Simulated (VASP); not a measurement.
Wanted: the native input for a VASP 6.6.1 run.

- Task: single point
- Functional: PBEsol
- Potentials or basis: VASP PAW PBE potentials, release 64 (Hf_pv)
- Cutoff: 520 eV
- k mesh: 12 × 12 × 1
- Occupations: methfessel-paxton, width 0.1 eV
- Spin: no spin polarisation
- Dipole correction: yes
- Further INCAR settings: ALGO = Normal; EDIFF = 1e-06; NBANDS = 39

The structure of Hf lies in POSCAR:

```
Hf
1.0
    3.1590465012      0.0000000003      0.0000000000
    1.5795232504      2.7358145219      0.0000000000
    0.0000000000      0.0000000000     28.4984132530
Hf
6
Direct
    0.6666666667      0.6666666667      0.2843952303
    0.0000000000      0.0000000000      0.3666411048
    0.6666666667      0.6666666667      0.4567075861
    0.0000000000      0.0000000000      0.5432924144
    0.6666666667      0.6666666667      0.6333588980
    0.0000000000      0.0000000000      0.7156047664
```

One way to write it, as run:

INCAR

```
ALGO = Normal
DIPOL = 0.5 0.5 0.500
EDIFF = 1E-6
ENCUT = 520
GGA = PS
IDIPOL = 3
ISIF = 2
ISMEAR = 1
LASPH = T
LCHARG = F
LDIPOL = T
LREAL = F
LWAVE = F
NBANDS = 39
NELM = 80
PREC = Accurate
SIGMA = 0.1
```

KPOINTS

```
k-points
0
Gamma
  12 12 1
```

Potentials or basis: VASP PAW PBE potentials, release 64 (Hf_pv).

Run with:

```sh
$ cat potpaw_PBE.64/Hf_pv/POTCAR > POTCAR
$ mpirun -np 1 vasp_std > vasp.out
```

It gave:

```yaml
Largest_force: 0.045 eV/Å
Band_gap_on_the_k_mesh: zero (bands 30 and 31 overlap by 1.52 eV)
```

Caveat: the PAW data sets were made with another functional, which shifts forces and pressure a little; spin-orbit coupling is left out, which moves the levels of the heavy elements.

Run time: 11 min on 1 thread of Intel(R) Xeon(R) 6975P-C (Granite Rapids), on a shared host, peak memory 0.41 GiB.
